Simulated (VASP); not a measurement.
**Lu: single point with PBE**

Crystal: Lu.

```
Lu
1.0
     0.00000    2.91182    2.91182
     2.91182    0.00000    2.91182
     2.91182    2.91182    0.00000
Lu
2
Direct
  0.00000 0.00000 0.00000
  0.25000 0.25000 0.25000
```

This isn't the form of Lu at room conditions, which is hcp.

- Program: VASP 6.6.1
- Task: single point
- Functional: PBE
- Potentials or basis: VASP PAW PBE potentials, release 64 (Lu)
- Cutoff: 520 eV
- k mesh: 11 × 11 × 11
- Occupations: fermi-dirac, width 0.1 eV
- Spin: no spin polarisation
- Dipole correction: no
- Further INCAR settings: ALGO = Normal; EDIFF = 1e-06; NBANDS = 32

* Pressure: 20.9 GPa
* Band gap on the k mesh: zero (bands 25 and 26 overlap by 1.33 eV)

Levels at points of the mesh, in eV from the Fermi level:
```tsv
k point	band 21	band 22	band 23	band 24	band 25	band 26	band 27	band 28	band 29	band 30
(0.00, 0.00, 0.00)	-5.18	-5.18	-5.18	-0.38	-0.38	1.26	1.26	1.26	3.74	3.74
```

Run time: 59 s on 1 thread of AMD EPYC 9R14 (Zen 4) (shared host), peak memory 0.2 GiB.

Caveat: the cell stands under pressure; spin-orbit coupling is left out, which moves the levels of the heavy elements.
